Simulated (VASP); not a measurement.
# Lu3Sc2O (P4/mmm) in VASP: a series of runs

Lu3Sc2O is run at these levels: PBE; tasks: single point.

All numbers are computed with VASP 6.6.1; they aren't measurements. Logs are shortened: lines on timing, memory, paths and dates and some standing lists are left out, and cuts for length are marked.

## Step 1: The cell of the first run

It takes space group P4/mmm (No. 123, tetragonal). Conventional cell: a = 3.144 Å, b = 3.144 Å, c = 13.311 Å, α = 90.00°, β = 90.00°, γ = 90.00°. Within 4.1 Å of Lu (site symmetry 4/mmm) lie 4 Lu at 3.14 Å and 8 Sc at 3.39 Å. Within 3.6 Å of Lu (site symmetry 4mm) lie 4 O at 2.71 Å and 5 Lu at 3.11 to 3.14 Å and 4 Sc at 3.38 Å. Sc (site symmetry 4mm) has 4 Sc at 3.14 Å and 8 Lu at 3.38 to 3.39 Å and 1 O at 4.10 Å within 4.1 Å. O (site symmetry 4/mmm) has 8 Lu at 2.71 Å and 4 O at 3.14 Å within 3.6 Å.

The cell was built from a structure type or drawn by symmetry, and may not be a known phase.

## Step 2: Single point, PBE

INCAR reads:

```
ALGO = Normal ; EDIFF = 1E-7
ENCUT = 520 ; GGA = PE
ISIF = 2 ; ISMEAR = 0
LASPH = True ; LCHARG = True
LELF = True ; LREAL = False
LVHAR = True ; LWAVE = False
NBANDS = 60 ; NELM = 60
PREC = Accurate ; SIGMA = 0.1
```

KPOINTS reads:

```
k-points
0
Gamma
  6 6 2
```

POSCAR reads:

```
Lu3Sc2O
1.0
    3.1441964577      0.0000000000      0.0000000000
    0.0000000000      3.1441964577      0.0000000000
    0.0000000000      0.0000000000     13.3105486958
Lu Sc O
3 2 1
Direct
    0.0000000000      0.0000000000      0.0000000000
    0.0000000000      0.0000000000      0.6169446843
    0.0000000000      0.0000000000      0.3830553157
    0.5000000000      0.5000000000      0.8079496288
    0.5000000000      0.5000000000      0.1920503712
    0.5000000000      0.5000000000      0.5000000000
```

Potentials or basis: VASP PAW PBE potentials, release 64 (Lu, Sc_sv, O).

On the command line:

```bash
$ cat potpaw_PBE.64/Lu/POTCAR potpaw_PBE.64/Sc_sv/POTCAR potpaw_PBE.64/O/POTCAR > POTCAR
$ mpirun -np 1 vasp_std > vasp.out
```

OUTCAR:

```text
EDIFF = 1E-7
   ENCUT = 520
   GGA = PE
   ISIF = 2
   ISMEAR = 0
   LASPH = True
   LREAL = False
   NELM = 60
   PREC = Accurate

 ion  position               nearest neighbor table
   1  0.000  0.000  0.000-   4 3.39   5 3.39   4 3.39   5 3.39   4 3.39   5 3.39   4 3.39   5 3.39

   2  0.000  0.000  0.617-   6 2.71   6 2.71   6 2.71   6 2.71   3 3.11   4 3.38   4 3.38   4 3.38
                             4 3.38
   3  0.000  0.000  0.383-   6 2.71   6 2.71   6 2.71   6 2.71   2 3.11   5 3.38   5 3.38   5 3.38
                             5 3.38
   4  0.500  0.500  0.808-   2 3.38   2 3.38   2 3.38   2 3.38   1 3.39   1 3.39   1 3.39   1 3.39

   5  0.500  0.500  0.192-   3 3.38   3 3.38   3 3.38   3 3.38   1 3.39   1 3.39   1 3.39   1 3.39

   6  0.500  0.500  0.500-   2 2.71   3 2.71   2 2.71   3 2.71   2 2.71   3 2.71   2 2.71   3 2.71

  LATTYP: Found a simple tetragonal cell.
 ALAT       =     3.1441964577
 C/A-ratio  =     4.2333705527

  Lattice vectors:

 A1 = (   3.1441964577,   0.0000000000,   0.0000000000)
 A2 = (   0.0000000000,   3.1441964577,   0.0000000000)
 A3 = (   0.0000000000,   0.0000000000,  13.3105486958)

Analysis of symmetry for initial positions (statically):
=====================================================================
 Subroutine PRICEL returns:
 Original cell was already a primitive cell.

 Routine SETGRP: Setting up the symmetry group for a
 simple tetragonal supercell.

 Subroutine GETGRP returns: Found 16 space group operations
 (whereof 16 operations were pure point group operations)
 out of a pool of 16 trial point group operations.

The static configuration has the point symmetry D_4h.

Analysis of symmetry for dynamics (positions and initial velocities):
=====================================================================
 Subroutine PRICEL returns:
 Original cell was already a primitive cell.

 Routine SETGRP: Setting up the symmetry group for a
 simple tetragonal supercell.

 Subroutine GETGRP returns: Found 16 space group operations
 (whereof 16 operations were pure point group operations)
 out of a pool of 16 trial point group operations.

The dynamic configuration has the point symmetry D_4h.

 Subroutine INISYM returns: Found 16 space group operations
 (whereof 16 operations are pure point group operations),
 and found     1 'primitive' translations

[... 98 lines left out ...]
   LREAL  =      F    real-space projection
   EDIFFG = 0.1E-05   stopping-criterion for IOM
   NSW    =      0    number of steps for IOM
   IBRION =     -1    ionic relax: 0-MD 1-quasi-New 2-CG
   NFREE  =      0    steps in history (QN), initial steepest desc. (CG)
   ISIF   =      2    stress and relaxation
   ISYM   =      2    0-nonsym 1-usesym 2-fastsym
   POTIM  = 0.5000    time-step for ionic-motion
   TEBEG  =    0.0;   TEEND  =   0.0 temperature during run
   PSTRESS=    0.0 pullay stress
   NELECT =     103.0000    total number of electrons
   NUPDOWN=      -1.0000    fix difference up-down
   EMIN   =  10.00;   EMAX   =-10.00  energy-range for DOS
   EFERMI =   0.00;   METHOD = LEGACY
   ISMEAR =     0;   SIGMA  =   0.10  broadening in eV -4-tet -1-fermi 0-gaus
   EFERMI_NEDOS =   21; number of points for ismear=-14 and -15
   IALGO  =     38    algorithm
   IMIX   =      4    mixing-type and parameters
     AMIX     =   0.40;   BMIX     =  1.00
     AMIX_MAG =   1.60;   BMIX_MAG =  1.00
  volume/ion in A,a.u.               =      21.93       148.00
  Fermi-wavevector in a.u.,A,eV,Ry     =   1.508744  2.851112 30.971045  2.276308
  Thomas-Fermi vector in A             =   2.619158
   LORBIT       =      0    0 simple, 1 ext, 2 COOP (PROOUT), +10 PAW based schemes
   GGA     = PE    functional components
   LHFCALC =     F    Hartree Fock is set to
   AEXX    =    0.0000 exact exchange contribution
   IVDW    =     0    specifies the selected vdW correction
   LEPSILON=     F    determine dielectric tensor
   LRPA    =     F    only Hartree local field effects (RPA)
 non-spin polarized calculation
 Gauss-broadening in eV      SIGMA  =   0.10
  energy-cutoff  :      520.00
  volume of cell :      131.59
 maximum number of plane-waves:      3576
 NGX is ok and might be reduce to    24
   NGX = 11   NGY = 11   NGZ = 49

 number of electron     102.9999956 magnetization

 Free energy of the ion-electron system (eV)
  ---------------------------------------------------
  ext. energy  EPLUGINS =         0.00000000
  ---------------------------------------------------
  free energy    TOTEN  =       -34.10627017 eV

  energy without entropy =      -34.06815500  energy(sigma->0) =      -34.08721258

 E-fermi :   3.4872     XC(G=0): -10.8619

 val. band max:        3.4762664895   @ k =   0.1667   0.1667   0.0000
 cond. band min:       3.5191588983   @ k =   0.0000   0.0000   0.5000
 fundamental gap:      0.0428924088
 Fermi energy:         3.4872040531

 k-point     1 :       0.0000    0.0000    0.0000
  band No.  band energies     occupation
      1     -53.2213      2.00000
      2     -53.2009      2.00000
      3     -52.4735      2.00000
      4     -45.8703      2.00000
      5     -45.8702      2.00000
      6     -24.4978      2.00000
[... 1249 lines left out ...]
     59       5.4665      0.00000
     60       6.3721      0.00000

------------------------ aborting loop because EDIFF is reached ----------------------------------------

  FORCE on cell =-STRESS in cart. coord.  units (eV):
  Direction    XX          YY          ZZ          XY          YZ          ZX
  --------------------------------------------------------------------------------------
  -------------------------------------------------------------------------------------
  Total        0.1265569      0.1265569      0.1703494      0.0000000      0.0000000     -0.0000000
  in kB        1.5409230      1.5409230      2.0741302      0.0000000      0.0000000     -0.0000000
  external PRESSURE =       1.7186587 kB  Pullay stress =       0.0000000 kB

 VOLUME and BASIS-vectors are now :
 -----------------------------------------------------------------------------
  energy-cutoff  :      520.00
  volume of cell :      131.59
      direct lattice vectors                 reciprocal lattice vectors
     3.144196458  0.000000000  0.000000000     0.318046284  0.000000000  0.000000000
     0.000000000  3.144196458  0.000000000     0.000000000  0.318046284  0.000000000
     0.000000000  0.000000000 13.310548696     0.000000000  0.000000000  0.075128383

 POSITION                                       TOTAL-FORCE (eV/Angst)
 -----------------------------------------------------------------------------------
      0.00000      0.00000      0.00000         0.000000     -0.000000      0.000000
      0.00000      0.00000      8.21187         0.000000     -0.000000      0.004619
      0.00000      0.00000      5.09868         0.000000      0.000000     -0.004619
      1.57210      1.57210     10.75425        -0.000000     -0.000000      0.002156
      1.57210      1.57210      2.55630         0.000000      0.000000     -0.002156
      1.57210      1.57210      6.65527         0.000000     -0.000000      0.000000
 -----------------------------------------------------------------------------------
    total drift:                                0.000000      0.000000      0.000000

  FREE ENERGIE OF THE ION-ELECTRON SYSTEM (eV)
  ---------------------------------------------------
  free  energy   TOTEN  =       -34.1062701688 eV

  energy  without entropy=      -34.0681549976  energy(sigma->0) =      -34.08721258
```

OSZICAR:

```text
N       E                     dE             d eps       ncg     rms          rms(c)
DAV:   1     0.145401007686E+04    0.14540E+04   -0.36479E+04  3468   0.537E+03
DAV:   2     0.257896555233E+03   -0.11961E+04   -0.11402E+04  3168   0.111E+03
DAV:   3     0.103266808322E+02   -0.24757E+03   -0.24140E+03  2936   0.379E+02
DAV:   4    -0.330995751103E+02   -0.43426E+02   -0.42338E+02  3948   0.117E+02
[... 10 lines left out ...]
DAV:  15    -0.341062745851E+02   -0.70136E-05   -0.85628E-05  3624   0.566E-02    0.136E-02
DAV:  16    -0.341062708322E+02    0.37529E-05   -0.35842E-05  4296   0.451E-02    0.550E-03
DAV:  17    -0.341062706836E+02    0.14868E-06   -0.60584E-06  3356   0.104E-02    0.452E-03
DAV:  18    -0.341062701920E+02    0.49155E-06   -0.28329E-06  3024   0.981E-03    0.111E-03
DAV:  19    -0.341062701688E+02    0.23214E-07   -0.54250E-07  2920   0.499E-03
   1 F= -.34106270E+02 E0= -.34087213E+02  d E =-.381152E-01
```

stdout:

```text
POSCAR found type information on POSCAR LuScO
 POSCAR found :  3 types and       6 ions
 scaLAPACK will be used
 LDA part: xc-table for (Slater+PW92), standard interpolation
 POSCAR, INCAR and KPOINTS ok, starting setup
 FFT: planning ... GRIDC
 FFT: planning ... GRID_SOFT
 FFT: planning ... GRID
 WAVECAR not read
 entering main loop
```

Wall time 7.3 min (1 thread of Intel Xeon 8259CL, shared host); peak memory 0.32 GiB.

Results:

```
Free energy            : -34.1063 eV
Pressure               : 0.2 GPa
Largest force          : 0.005 eV/Å
Band gap on the k mesh : zero (an odd number of electrons rules out a gap without spin polarisation)
```

Forces on the atoms (eV/Å):
```
Lu   0.000  0.000  0.000
Lu   0.000  0.000  0.005
Lu   0.000  0.000 -0.005
Sc   0.000  0.000  0.002
Sc   0.000  0.000 -0.002
O    0.000  0.000  0.000
```

Levels at points of the mesh, in eV from the Fermi level:
```csv
k point,band 50,band 51,band 52,band 53,band 54,band 55
"(0.00, 0.00, 0.00)",-0.79,-0.72,-0.37,-0.20,0.31,0.60
"(0.50, 0.00, 0.00)",-0.95,-0.08,0.20,0.23,0.42,0.75
"(0.50, 0.50, 0.00)",-0.58,-0.58,0.07,0.07,0.77,0.78
"(0.00, 0.00, 0.50)",-0.75,-0.74,-0.56,0.03,0.13,0.44
"(0.50, 0.00, 0.50)",-0.95,-0.31,0.16,0.40,0.55,0.63
"(0.50, 0.50, 0.50)",-0.55,-0.55,-0.02,-0.02,0.89,0.89
```

Caveat: spin-orbit coupling is left out, which moves the levels of the heavy elements; an odd number of electrons without spin polarisation forces a metal; a magnetic or distorted state may lie lower.

## Step 3: Single point, PBE

This run uses another cell than the first one, of 22.31 Å³/atom.

INCAR reads:

```
SYSTEM = Lu3Sc2O
ALGO = Normal
EDIFF = 1E-7
ENCUT = 520
GGA = PE
ISIF = 2
ISMEAR = 0
LASPH = .True.
LCHARG = .False.
LREAL = .False.
LWAVE = .False.
NBANDS = 60
NELM = 60
PREC = Accurate
SIGMA = 0.1
```

KPOINTS reads:

```
k-points
0
Gamma
  6 6 2
  0 0 0
```

POSCAR reads:

```
Lu3Sc2O
1.0
    3.4214409700      0.0000000000      0.0000000000
    0.0000000000      3.4214409700      0.0000000000
    0.0000000000      0.0000000000     11.4372186100
Lu Sc O
3 2 1
Direct
    0.0000000000      0.0000000000      0.0000000000
    0.0000000000      0.0000000000      0.7145522800
    0.0000000000      0.0000000000      0.2854477200
    0.5000000000      0.5000000000      0.8473602500
    0.5000000000      0.5000000000      0.1526397500
    0.5000000000      0.5000000000      0.5000000000
```

Potentials or basis: VASP PAW PBE potentials, release 64 (Lu, Sc_sv, O).

On the command line:

```bash
$ cat potpaw_PBE.64/Lu/POTCAR potpaw_PBE.64/Sc_sv/POTCAR potpaw_PBE.64/O/POTCAR > POTCAR
$ mpirun -np 1 vasp_std > vasp.out
```

Run time: 9.8 min. Hardware: 1 thread of Intel Xeon 8259CL, shared host; peak memory 0.34 GiB.

The run converged. Its results:

| Item | Value |
| --- | --- |
| Free energy | -27.6127 eV |
| Pressure | 12.1 GPa |
| Largest force | 4.966 eV/Å |
| Band gap on the k mesh | zero (an odd number of electrons rules out a gap without spin polarisation) |

Forces on the atoms (eV/Å):
```
Lu   0.000  0.000  0.000
Lu   0.000  0.000 -4.966
Lu   0.000  0.000  4.966
Sc   0.000  0.000  1.404
Sc   0.000  0.000 -1.404
O    0.000  0.000  0.000
```

Stress tensor (GPa, compression positive):
```
15.18  0.00  0.00
 0.00 15.18  0.00
 0.00  0.00  6.04
```

Levels at points of the mesh, in eV from the Fermi level:
| k point | band 50 | band 51 | band 52 | band 53 | band 54 | band 55 |
| --- | --- | --- | --- | --- | --- | --- |
| (0.00, 0.00, 0.00) | -0.40 | -0.07 | -0.07 | 0.37 | 1.91 | 1.91 |
| (0.50, 0.00, 0.00) | -0.01 | 0.00 | 0.25 | 0.41 | 0.56 | 0.73 |
| (0.50, 0.50, 0.00) | -0.43 | -0.29 | 0.18 | 0.18 | 0.25 | 0.31 |
| (0.00, 0.00, 0.50) | -0.54 | -0.07 | -0.07 | 0.38 | 1.91 | 1.91 |
| (0.50, 0.00, 0.50) | 0.04 | 0.25 | 0.28 | 0.34 | 0.57 | 0.75 |
| (0.50, 0.50, 0.50) | -0.38 | -0.38 | 0.15 | 0.15 | 0.35 | 0.35 |

Caveat: the cell stands under pressure; spin-orbit coupling is left out, which moves the levels of the heavy elements; an odd number of electrons without spin polarisation forces a metal; a magnetic or distorted state may lie lower.
